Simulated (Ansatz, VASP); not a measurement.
# VCrC2 in VASP and in Ansatz

Contents of POSCAR:

```
VCrC2
1.0
    1.4606320425      0.8432963029      4.7393853233
   -1.4606320425      0.8432963029      4.7393853233
    0.0000000000     -1.6865926058      4.7393853233
Cr V C
1 1 2
Direct
    0.5000000000      0.5000000000      0.5000000000
    0.0000000000      0.0000000000      0.0000000000
    0.2487590000      0.2487590000      0.2487590000
    0.7512410000      0.7512410000      0.7512410000
```

The input INCAR.step1:

```
PREC     = Accurate       # precision mode
ENCUT    = 520            # plane-wave cutoff, eV
ISMEAR   = -1             # smearing method
SIGMA    = 0.05           # smearing width, eV
LREAL    = False          # projectors in reciprocal space
LASPH    = True           # aspherical terms in the spheres
NELM     = 150            # most SCF steps
ISPIN    = 2              # spin polarisation
MAGMOM   = 3 2 0 0        # initial moments
LMAXMIX  = 4              # l up to which the mixer works
NBANDS   = 28             # bands
GGA      = PE             # functional
ALGO     = Normal         # electronic algorithm
EDIFF    = 1E-4           # SCF threshold, eV
LWAVE    = True           # write WAVECAR
LCHARG   = False          # write CHGCAR
```

The input INCAR.step2:

```
PREC     = Accurate       # precision mode
ENCUT    = 520            # plane-wave cutoff, eV
EDIFF    = 1E-7           # SCF threshold, eV
ISMEAR   = -1             # smearing method
SIGMA    = 0.05           # smearing width, eV
LREAL    = False          # projectors in reciprocal space
LASPH    = True           # aspherical terms in the spheres
NELM     = 150            # most SCF steps
ALGO     = Normal         # electronic algorithm
ISIF     = 2              # what is computed and relaxed
LWAVE    = False          # write WAVECAR
LCHARG   = True           # write CHGCAR
ISPIN    = 2              # spin polarisation
MAGMOM   = 3 2 0 0        # initial moments
LORBIT   = 11             # projections on sites
LMAXMIX  = 4              # l up to which the mixer works
METAGGA  = R2SCAN         # meta-GGA
LMIXTAU  = True         
LELF     = True           # ELF
LVHAR    = True         
NBANDS   = 28             # bands
ISTART   = 1
```

File KPOINTS:

```
regular mesh
0
Gamma
  11 11 11
```

Contents of input.yaml:

```yaml
crystal:
  lattice:
    - [1.4606320425, 0.8432963029, 4.7393853233]
    - [-1.4606320425, 0.8432963029, 4.7393853233]
    - [0.0, -1.6865926058, 4.7393853233]
  atoms:
    - { symbol: Cr, position: [0.5, 0.5, 0.5], spin: 3.0 }
    - { symbol: V, position: [0.0, 0.0, 0.0], spin: 2.0 }
    - { symbol: C, position: [0.248759, 0.248759, 0.248759] }
    - { symbol: C, position: [0.751241, 0.751241, 0.751241] }
hamiltonian:
  xc: r2scan
  pseudopotentials: { kind: paw }
magnetization:
  spin_polarized: true
kpoints:
  mp_grid: { grid: [11, 11, 11] }
scf:
  occupations: { method: fermi_dirac, width: 0.05 }
output:
  forces: true
  stress: true
  eigenvalues: true
```

Alike in both runs: task single point; functional r2SCAN; k mesh 11 × 11 × 11; occupations fermi-dirac, width 0.05 eV; collinear spin.

```csv
,VASP,Ansatz
version,VASP 6.6.1,Ansatz 0.2.0
potentials or method,"VASP PAW PBE potentials, release 64 (Cr_pv, V_sv, C)",Ansatz PAW
plane-wave cutoff (eV),520,500
valence electrons in the cell,33,35
```

```tsv
	VASP	Ansatz	Ansatz less VASP
gap on the k mesh at the Fermi level (eV)	none	none	-
pressure (GPa)	-4.5	4.3	+8.83
traceless stress, the component that is largest in VASP (GPa)	-0.68	-3.98	-3.302
rms of the force components (eV/Å)	0.015	0.138	+0.1222
net moment per atom (μB)	0.04	0.42	+0.374
size of the moment on the site where the two differ most (μB)	0.13	1.79	+1.663
```

The net moments are unlike, so the other rows may belong to different states. VASP's potentials were made for PBE, not for r2SCAN. Site moments also hang on the region over which each program counts them. Atom by atom the forces differ by 0.122 eV/Å (rms over components). A gap of «none» marks a metal or a gap that the smearing closes. VASP's potentials hold 33 valence electrons a cell and Ansatz's 35, so a difference there can come from the potentials and not from the codes.

Noted on Ansatz's run: the magnetic or orbital state may not be the lowest.
